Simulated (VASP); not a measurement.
Here is a VASP 6.6.1 calculation.

INCAR

```
SYSTEM = HfO2
ALGO     = Normal         ! electronic algorithm
EDIFF    = 1E-6           ! SCF threshold, eV
ENCUT    = 520            ! plane-wave cutoff, eV
GGA      = PE             ! functional
ISIF     = 2              ! what is computed and relaxed
ISMEAR   = 0              ! smearing method
LASPH    = .TRUE.         ! aspherical terms in the spheres
LCHARG   = .FALSE.        ! write CHGCAR
LREAL    = .FALSE.        ! projectors in reciprocal space
LWAVE    = .FALSE.        ! write WAVECAR
NBANDS   = 18             ! bands
NELM     = 80             ! most SCF steps
PREC     = Accurate       ! precision mode
SIGMA    = 0.01           ! smearing width, eV
```

The input KPOINTS:

```
k-points
0
G
  6 6 6
  0 0 0
```

POSCAR

```
HfO2
1.0
    0.1162999300      2.5696067797      2.5696067797
    2.5696067797      0.1162999300      2.5696067797
    2.5696067797      2.5696067797      0.1162999300
Hf O
1 2
Direct
    0.0000000000      0.0000000000      0.0000000000
    0.2472103429      0.2472103429      0.2472103429
    0.7527896571      0.7527896571      0.7527896571
```

Potentials or basis: VASP PAW PBE potentials, release 64 (Hf_pv, O).

Run with:

```sh
$ cat potpaw_PBE.64/Hf_pv/POTCAR potpaw_PBE.64/O/POTCAR > POTCAR
$ mpirun -np 1 vasp_std > vasp.out
```

Problem. Estimate the band gap on the k mesh.

Solution. 3.90 eV.

Problem. Estimate the largest force.

Solution. 0.016 eV/Å.

Problem. What does it give for the pressure?

Solution. 9.0 GPa.

Stress tensor (GPa, compression positive):
```
 8.96 -3.33 -3.33
-3.33  8.96 -3.33
-3.33 -3.33  8.96
```

Caveat: the cell differs from its parent crystal (epitaxial 111 strain -3.0%); the cell stands under pressure; spin-orbit coupling is left out, which moves the levels of the heavy elements. A k mesh can miss the band edges.
